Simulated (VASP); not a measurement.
# TaAgO3 in VASP: a series of runs

TaAgO3 is run at these levels: LDA; tasks: single point.

Everything below comes from runs of VASP 6.6.1. Logs are shortened: lines on timing, memory, paths and dates and some standing lists are left out, and cuts for length are marked.

## (1) The cell of the first run

It takes space group Pm-3m (No. 221, cubic). The conventional cell has a = 3.999 Å, b = 3.999 Å, c = 3.999 Å, α = 90.00°, β = 90.00°, γ = 90.00°. Within 2.6 Å of Ta (site symmetry m-3m) lie 6 O at 2.00 Å. Ag (site symmetry m-3m) has 12 O at 2.83 Å and 8 Ta at 3.46 Å within 3.7 Å. Within 2.6 Å of O (site symmetry 4/mmm) lie 2 Ta at 2.00 Å.

## (2) Single point, LDA

Input file INCAR:

```
SYSTEM = TaAgO3
  ALGO = Normal
  EDIFF = 1E-7
  ENCUT = 520
  ISIF = 2
  ISMEAR = 0
  LASPH = .TRUE.
  LCHARG = .FALSE.
  LREAL = .FALSE.
  LWAVE = .FALSE.
  NBANDS = 28
  NELM = 60
  PREC = Accurate
  SIGMA = 0.02
```

Input file KPOINTS:

```
k-points
0
G
  5 5 5
  0 0 0
```

Input file POSCAR:

```
TaAgO3
1.0
    3.9993700000      0.0000000000      0.0000000000
    0.0000000000      3.9993700000      0.0000000000
    0.0000000000      0.0000000000      3.9993700000
Ta Ag O
1 1 3
Direct
    0.0000000000      0.0000000000      0.0000000000
    0.5000000000      0.5000000000      0.5000000000
    0.0000000000      0.0000000000      0.5000000000
    0.0000000000      0.5000000000      0.0000000000
    0.5000000000      0.0000000000      0.0000000000
```

Potentials or basis: VASP PAW LDA potentials, release 64 (Ta_pv, Ag, O).

Launch:

```console
$ cat potpaw_LDA.64/Ta_pv/POTCAR potpaw_LDA.64/Ag/POTCAR potpaw_LDA.64/O/POTCAR > POTCAR
$ mpirun -np 1 vasp_std > vasp.out
```

OUTCAR:

```text
SYSTEM = TaAgO3
   EDIFF = 1E-7
   ENCUT = 520
   ISIF = 2
   ISMEAR = 0
   LASPH = .TRUE.
   LREAL = .FALSE.
   NELM = 60
   PREC = Accurate

 ion  position               nearest neighbor table
   1  0.000  0.000  0.000-   3 2.00   4 2.00   5 2.00   3 2.00   4 2.00   5 2.00   2 3.46   2 3.46
                             2 3.46   2 3.46   2 3.46   2 3.46   2 3.46   2 3.46
   2  0.500  0.500  0.500-   1 3.46   1 3.46   1 3.46   1 3.46   1 3.46   1 3.46   1 3.46   1 3.46

   3  0.000  0.000  0.500-   1 2.00   1 2.00
   4  0.000  0.500  0.000-   1 2.00   1 2.00
   5  0.500  0.000  0.000-   1 2.00   1 2.00

  LATTYP: Found a simple cubic cell.
 ALAT       =     3.9993700000

  Lattice vectors:

 A1 = (   3.9993700000,   0.0000000000,   0.0000000000)
 A2 = (   0.0000000000,   3.9993700000,   0.0000000000)
 A3 = (   0.0000000000,   0.0000000000,   3.9993700000)

Analysis of symmetry for initial positions (statically):
=====================================================================
 Subroutine PRICEL returns:
 Original cell was already a primitive cell.

 Routine SETGRP: Setting up the symmetry group for a
 simple cubic supercell.

 Subroutine GETGRP returns: Found 48 space group operations
[... 9 lines left out ...]

 Routine SETGRP: Setting up the symmetry group for a
 simple cubic supercell.

 Subroutine GETGRP returns: Found 48 space group operations
[... 11 lines left out ...]
                                     Primitive cell

  volume of cell :      63.9698

  direct lattice vectors                    reciprocal lattice vectors
     3.999370000  0.000000000  0.000000000     0.250039381  0.000000000  0.000000000
     0.000000000  3.999370000  0.000000000     0.000000000  0.250039381  0.000000000
     0.000000000  0.000000000  3.999370000     0.000000000  0.000000000  0.250039381

  length of vectors
     3.999370000  3.999370000  3.999370000     0.250039381  0.250039381  0.250039381

  position of ions in fractional coordinates (direct lattice)
     0.000000000  0.000000000  0.000000000
     0.500000000  0.500000000  0.500000000
     0.000000000  0.000000000  0.500000000
     0.000000000  0.500000000  0.000000000
     0.500000000  0.000000000  0.000000000

  ion indices of the primitive-cell ions
   primitive index   ion index
                 1           1
                 2           2
                 3           3
                 4           4
                 5           5

----------------------------------------------------------------------------------------

 KPOINTS: k-points

Automatic generation of k-mesh.
 Grid dimensions read from file:
 generate k-points for:    5    5    5

 Generating k-lattice:

  Cartesian coordinates                     Fractional coordinates (reciprocal lattice)
     0.050007876  0.000000000  0.000000000     0.200000000  0.000000000  0.000000000
     0.000000000  0.050007876  0.000000000     0.000000000  0.200000000  0.000000000
     0.000000000  0.000000000  0.050007876     0.000000000  0.000000000  0.200000000

  Length of vectors
     0.050007876  0.050007876  0.050007876

  Shift w.r.t. Gamma in fractional coordinates (k-lattice)
     0.000000000  0.000000000  0.000000000

 Subroutine IBZKPT returns following result:
 ===========================================

 Found     10 irreducible k-points:

 Following reciprocal coordinates:
            Coordinates               Weight
  0.000000  0.000000  0.000000      1.000000
  0.200000  0.000000  0.000000      6.000000
  0.400000  0.000000  0.000000      6.000000
  0.200000  0.200000  0.000000     12.000000
  0.400000  0.200000  0.000000     24.000000
  0.400000  0.400000  0.000000     12.000000
  0.200000  0.200000  0.200000      8.000000
  0.400000  0.200000  0.200000     24.000000
  0.400000  0.400000  0.200000     24.000000
  0.400000  0.400000  0.400000      8.000000
   k-points           NKPTS =     10   k-points in BZ     NKDIM =     10   number of bands    NBANDS=     28
   number of dos      NEDOS =    301   number of ions     NIONS =      5
   total plane-waves  NPLWV =  27000
   dimension x,y,z NGX =    30 NGY =   30 NGZ =   30
   dimension x,y,z NGXF=    60 NGYF=   60 NGZF=   60
   ions per type =               1   1   3
   NGX,Y,Z   is equivalent  to a cutoff of  12.47, 12.47, 12.47 a.u.
   NGXF,Y,Z  is equivalent  to a cutoff of  24.94, 24.94, 24.94 a.u.
 SYSTEM =  TaAgO3
   PREC   = accura    normal or accurate (medium, high low for compatibility)
   ISTART =      0    job   : 0-new  1-cont  2-samecut
   ICHARG =      2    charge: 1-file 2-atom 10-const
   ISPIN  =      1    spin polarized calculation?
   LNONCOLLINEAR =      F non collinear calculations
   LSORBIT =      F    spin-orbit coupling
   LASPH  =      T    aspherical Exc in radial PAW
   ENCUT  =  520.0 eV  38.22 Ry    6.18 a.u.   7.44  7.44  7.44*2*pi/ulx,y,z
   NELM   =     60;   NELMIN=  2; NELMDL= -5     # of ELM steps
   EDIFF  = 0.1E-06   stopping-criterion for ELM
   LREAL  =      F    real-space projection
   EDIFFG = 0.1E-05   stopping-criterion for IOM
   NSW    =      0    number of steps for IOM
   IBRION =     -1    ionic relax: 0-MD 1-quasi-New 2-CG
   NFREE  =      0    steps in history (QN), initial steepest desc. (CG)
   ISIF   =      2    stress and relaxation
   ISYM   =      2    0-nonsym 1-usesym 2-fastsym
   POTIM  = 0.5000    time-step for ionic-motion
   TEBEG  =    0.0;   TEEND  =   0.0 temperature during run
   PSTRESS=    0.0 pullay stress
   NELECT =      40.0000    total number of electrons
   NUPDOWN=      -1.0000    fix difference up-down
   EMIN   =  10.00;   EMAX   =-10.00  energy-range for DOS
   EFERMI =   0.00;   METHOD = LEGACY
   ISMEAR =     0;   SIGMA  =   0.02  broadening in eV -4-tet -1-fermi 0-gaus
   EFERMI_NEDOS =   21; number of points for ismear=-14 and -15
   IALGO  =     38    algorithm
   IMIX   =      4    mixing-type and parameters
     AMIX     =   0.40;   BMIX     =  1.00
     AMIX_MAG =   1.60;   BMIX_MAG =  1.00
  volume/ion in A,a.u.               =      12.79        86.34
  Fermi-wavevector in a.u.,A,eV,Ry     =   1.399920  2.645465 26.664374  1.959776
  Thomas-Fermi vector in A             =   2.522932
   LORBIT       =      0    0 simple, 1 ext, 2 COOP (PROOUT), +10 PAW based schemes
   GGA     = CA    functional components
   LHFCALC =     F    Hartree Fock is set to
   AEXX    =    0.0000 exact exchange contribution
   IVDW    =     0    specifies the selected vdW correction
   LEPSILON=     F    determine dielectric tensor
   LRPA    =     F    only Hartree local field effects (RPA)
 non-spin polarized calculation
 Gauss-broadening in eV      SIGMA  =   0.02
  energy-cutoff  :      520.00
  volume of cell :       63.97
 maximum number of plane-waves:      1749
 NGX is ok and might be reduce to    30
   NGX = 15   NGY = 15   NGZ = 15

 number of electron      39.9999968 magnetization

 Free energy of the ion-electron system (eV)
  ---------------------------------------------------
  ext. energy  EPLUGINS =         0.00000000
  ---------------------------------------------------
  free energy    TOTEN  =       -43.44792330 eV

  energy without entropy =      -43.44792330  energy(sigma->0) =      -43.44792330

 E-fermi :   3.1008     XC(G=0): -11.8054

 val. band max:        2.9683318414   @ k =   0.4000   0.4000   0.0000
 cond. band min:       4.5954006911   @ k =   0.0000   0.0000   0.0000
 fundamental gap:      1.6270688496
 Fermi energy:         3.1007609950

 k-point     1 :       0.0000    0.0000    0.0000
  band No.  band energies     occupation
      1     -31.2007      2.00000
      2     -31.2007      2.00000
      3     -31.2007      2.00000
      4     -14.5668      2.00000
      5     -13.7113      2.00000
      6     -13.7113      2.00000
[... 20 lines left out ...]
     27      14.7701      0.00000
     28      14.7701      0.00000

 k-point     2 :       0.2000    0.0000    0.0000
  band No.  band energies     occupation
      1     -31.2305      2.00000
      2     -31.1996      2.00000
      3     -31.1996      2.00000
      4     -14.4148      2.00000
      5     -13.7013      2.00000
      6     -13.4916      2.00000
[... 20 lines left out ...]
     27      12.5424      0.00000
     28      14.6209      0.00000

 k-point     3 :       0.4000    0.0000    0.0000
  band No.  band energies     occupation
      1     -31.2780      2.00000
      2     -31.1977      2.00000
      3     -31.1977      2.00000
      4     -14.2593      2.00000
      5     -13.6855      2.00000
      6     -12.9626      2.00000
[... 20 lines left out ...]
     27      12.2690      0.00000
     28      14.4865      0.00000

 k-point     4 :       0.2000    0.2000    0.0000
  band No.  band energies     occupation
      1     -31.2295      2.00000
      2     -31.2291      2.00000
      3     -31.1984      2.00000
      4     -14.2448      2.00000
      5     -13.5573      2.00000
      6     -13.4245      2.00000
[... 20 lines left out ...]
     27      12.6027      0.00000
     28      12.7363      0.00000

 k-point     5 :       0.4000    0.2000    0.0000
  band No.  band energies     occupation
      1     -31.2766      2.00000
      2     -31.2273      2.00000
      3     -31.1966      2.00000
      4     -14.0910      2.00000
      5     -13.4893      2.00000
      6     -12.9453      2.00000
[... 20 lines left out ...]
     27      13.0137      0.00000
     28      13.0617      0.00000

 k-point     6 :       0.4000    0.4000    0.0000
  band No.  band energies     occupation
      1     -31.2746      2.00000
      2     -31.2744      2.00000
      3     -31.1947      2.00000
      4     -13.9744      2.00000
      5     -12.9490      2.00000
      6     -12.8987      2.00000
[... 20 lines left out ...]
     27      11.3609      0.00000
     28      12.8729      0.00000

 k-point     7 :       0.2000    0.2000    0.2000
  band No.  band energies     occupation
      1     -31.2284      2.00000
      2     -31.2279      2.00000
      3     -31.2279      2.00000
      4     -14.0145      2.00000
      5     -13.4159      2.00000
      6     -13.4159      2.00000
[... 20 lines left out ...]
     27      12.1242      0.00000
     28      12.9519      0.00000

 k-point     8 :       0.4000    0.2000    0.2000
  band No.  band energies     occupation
      1     -31.2753      2.00000
      2     -31.2262      2.00000
      3     -31.2260      2.00000
      4     -13.8124      2.00000
      5     -13.4018      2.00000
      6     -12.9320      2.00000
[... 20 lines left out ...]
     27      12.2790      0.00000
     28      13.3614      0.00000

 k-point     9 :       0.4000    0.4000    0.2000
  band No.  band energies     occupation
      1     -31.2733      2.00000
      2     -31.2732      2.00000
      3     -31.2242      2.00000
      4     -13.6127      2.00000
      5     -12.9401      2.00000
      6     -12.8921      2.00000
[... 20 lines left out ...]
     27      12.2406      0.00000
     28      13.0681      0.00000

 k-point    10 :       0.4000    0.4000    0.4000
  band No.  band energies     occupation
      1     -31.2713      2.00000
      2     -31.2712      2.00000
      3     -31.2712      2.00000
      4     -12.9828      2.00000
      5     -12.8815      2.00000
      6     -12.8815      2.00000
[... 20 lines left out ...]
     27      12.8005      0.00000
     28      14.6465      0.00000

------------------------ aborting loop because EDIFF is reached ----------------------------------------

  FORCE on cell =-STRESS in cart. coord.  units (eV):
  Direction    XX          YY          ZZ          XY          YZ          ZX
  --------------------------------------------------------------------------------------
  -------------------------------------------------------------------------------------
  Total       -4.6706635     -4.6706635     -4.6706635      0.0000000     -0.0000000      0.0000000
  in kB     -116.9807517   -116.9807517   -116.9807517      0.0000000     -0.0000000      0.0000000
  external PRESSURE =    -116.9807517 kB  Pullay stress =       0.0000000 kB

 VOLUME and BASIS-vectors are now :
 -----------------------------------------------------------------------------
  energy-cutoff  :      520.00
  volume of cell :       63.97
      direct lattice vectors                 reciprocal lattice vectors
     3.999370000  0.000000000  0.000000000     0.250039381  0.000000000  0.000000000
     0.000000000  3.999370000  0.000000000     0.000000000  0.250039381  0.000000000
     0.000000000  0.000000000  3.999370000     0.000000000  0.000000000  0.250039381

 POSITION                                       TOTAL-FORCE (eV/Angst)
 -----------------------------------------------------------------------------------
      0.00000      0.00000      0.00000         0.000000      0.000000      0.000000
      1.99968      1.99968      1.99968         0.000000      0.000000      0.000000
      0.00000      0.00000      1.99968         0.000000      0.000000      0.000000
      0.00000      1.99968      0.00000         0.000000      0.000000      0.000000
      1.99968      0.00000      0.00000         0.000000      0.000000      0.000000
 -----------------------------------------------------------------------------------
    total drift:                                0.000000     -0.000000      0.000000

  FREE ENERGIE OF THE ION-ELECTRON SYSTEM (eV)
  ---------------------------------------------------
  free  energy   TOTEN  =       -43.4479233046 eV

  energy  without entropy=      -43.4479233046  energy(sigma->0) =      -43.44792330
```

Run time: 16 s. Hardware: 1 thread of AMD EPYC 9R45 (Zen 5), shared host; peak memory 0.12 GiB.

Results:

```yaml
Free_energy: -43.4479 eV
Pressure: -11.7 GPa
Band_gap_on_the_k_mesh: 1.63 eV, indirect (least direct gap 2.15 eV)
```

Caveat: spin-orbit coupling is left out, which moves the levels of the heavy elements. A k mesh can miss the band edges.

## (3) Single point, LDA

This run uses another cell than the first one, of 12.54 Å³/atom, 0.980 times its volume.

Input file INCAR:

```
PREC = Accurate ; ENCUT = 520
EDIFF = 1E-7 ; ISMEAR = 0
SIGMA = 0.02 ; LREAL = F
LASPH = T ; NELM = 100
ALGO = Normal ; ISIF = 2
LWAVE = F ; LCHARG = T
GGA = CA ; LELF = T
LVHAR = T ; NBANDS = 28
```

Input file KPOINTS:

```
regular mesh
0
Gamma
  5 5 5
```

Changes to POSCAR since step 2:

```diff
@@ -4,3 +4,3 @@
     0.0000000000      3.9993700000      0.0000000000
-    0.0000000000      0.0000000000      3.9993700000
+    0.0000000000      0.0000000000      3.9193826000
 Ta Ag O
```

Potentials or basis: VASP PAW LDA potentials, release 64 (Ta_pv, Ag, O).

Launch:

```console
$ cat potpaw_LDA.64/Ta_pv/POTCAR potpaw_LDA.64/Ag/POTCAR potpaw_LDA.64/O/POTCAR > POTCAR
$ mpirun -np 1 vasp_std > vasp.out
```

It took 24 s on 1 thread of AMD EPYC 9R45 (Zen 5), shared host; peak memory 0.13 GiB.

It converged, with:

* Free energy: -43.5067 eV
* Pressure: -7.7 GPa
* Band gap on the k mesh: 1.63 eV, indirect (least direct gap 2.11 eV)

Stress tensor (GPa, compression positive):
```
-9.93  0.00  0.00
 0.00 -9.93  0.00
 0.00  0.00 -3.11
```

Levels at points of the mesh, in eV from the valence-band top:
| k point | band 16 | band 17 | band 18 | band 19 | band 20 | band 21 | band 22 | band 23 | band 24 | band 25 |
| --- | --- | --- | --- | --- | --- | --- | --- | --- | --- | --- |
| (0.00, 0.00, 0.00) | -1.35 | -1.25 | -1.01 | -1.01 | -0.98 | 1.63 | 2.20 | 2.20 | 2.20 | 6.50 |

Caveat: spin-orbit coupling is left out, which moves the levels of the heavy elements.

## (4) Single point, LDA

This run uses another cell than the first one, of 12.67 Å³/atom, 0.990 times its volume.

Input file INCAR:

```
SYSTEM = TaAgO3
  PREC = Accurate
  ENCUT = 520
  EDIFF = 1E-6
  ISMEAR = 0
  SIGMA = 0.02
  LREAL = .FALSE.
  LASPH = .TRUE.
  NELM = 80
  ALGO = Normal
  ISIF = 2
  LWAVE = .FALSE.
  LCHARG = .TRUE.
  LELF = .TRUE.
  LVHAR = .TRUE.
  NBANDS = 28
```

Input file KPOINTS:

```
regular mesh
0
G
  5 5 5
  0 0 0
```

Changes to POSCAR since step 3:

```diff
@@ -4,3 +4,3 @@
     0.0000000000      3.9993700000      0.0000000000
-    0.0000000000      0.0000000000      3.9193826000
+    0.0000000000      0.0000000000      3.9593763000
 Ta Ag O
```

Launch:

```console
$ cat potpaw_LDA.64/Ta_pv/POTCAR potpaw_LDA.64/Ag/POTCAR potpaw_LDA.64/O/POTCAR > POTCAR
$ mpirun -np 1 vasp_std > vasp.out
```

Wall time 24 s (1 thread of AMD EPYC 9R45 (Zen 5), shared host); peak memory 0.13 GiB.

The run converged. Its results:

| Property | Result |
| --- | --- |
| Free energy | -43.4859 eV |
| Pressure | -9.8 GPa |
| Band gap on the k mesh | 1.63 eV, indirect (least direct gap 2.13 eV) |

Stress tensor (GPa, compression positive):
```
-10.84   0.00   0.00
  0.00 -10.84   0.00
  0.00   0.00  -7.67
```

Levels at points of the mesh, in eV from the valence-band top:
```tsv
k point	band 17	band 18	band 19	band 20	band 21	band 22	band 23	band 24
(0.00, 0.00, 0.00)	-1.25	-0.98	-0.98	-0.97	1.63	2.19	2.19	2.19
```

Caveat: spin-orbit coupling is left out, which moves the levels of the heavy elements. A k mesh can miss the band edges.

## (5) Single point, LDA

This run uses another cell than the first one, of 12.92 Å³/atom, 1.010 times its volume.

Input file INCAR:

```
SYSTEM = TaAgO3
PREC = Accurate
ENCUT = 520
EDIFF = 1E-6
ISMEAR = 0
SIGMA = 0.02
LREAL = .FALSE.
LASPH = .TRUE.
NELM = 100
ALGO = Normal
ISIF = 2
LWAVE = .FALSE.
LCHARG = .TRUE.
LELF = .TRUE.
LVHAR = .TRUE.
NBANDS = 28
```

Input file KPOINTS:

```
Automatic mesh
0
G
  5 5 5
  0 0 0
```

Changes to POSCAR since step 4:

```diff
@@ -4,3 +4,3 @@
     0.0000000000      3.9993700000      0.0000000000
-    0.0000000000      0.0000000000      3.9593763000
+    0.0000000000      0.0000000000      4.0393637000
 Ta Ag O
```

Launch:

```console
$ cat potpaw_LDA.64/Ta_pv/POTCAR potpaw_LDA.64/Ag/POTCAR potpaw_LDA.64/O/POTCAR > POTCAR
$ mpirun -np 1 vasp_std > vasp.out
```

Run time: 23 s. Hardware: 1 thread of AMD EPYC 9R45 (Zen 5), shared host; peak memory 0.13 GiB.

The run converged. Its results:

* Free energy: -43.3947 eV
* Pressure: -13.4 GPa
* Band gap on the k mesh: 1.60 eV, indirect (least direct gap 2.09 eV)

Stress tensor (GPa, compression positive):
```
-12.53   0.00   0.00
  0.00 -12.53   0.00
  0.00   0.00 -15.28
```

Levels at points of the mesh, in eV from the valence-band top:
| k point | band 17 | band 18 | band 19 | band 20 | band 21 | band 22 | band 23 | band 24 |
| --- | --- | --- | --- | --- | --- | --- | --- | --- |
| (0.00, 0.00, 0.00) | -1.21 | -0.97 | -0.96 | -0.96 | 1.60 | 2.15 | 2.15 | 2.15 |

Caveat: spin-orbit coupling is left out, which moves the levels of the heavy elements.

(Continued in part 2 of 2.)
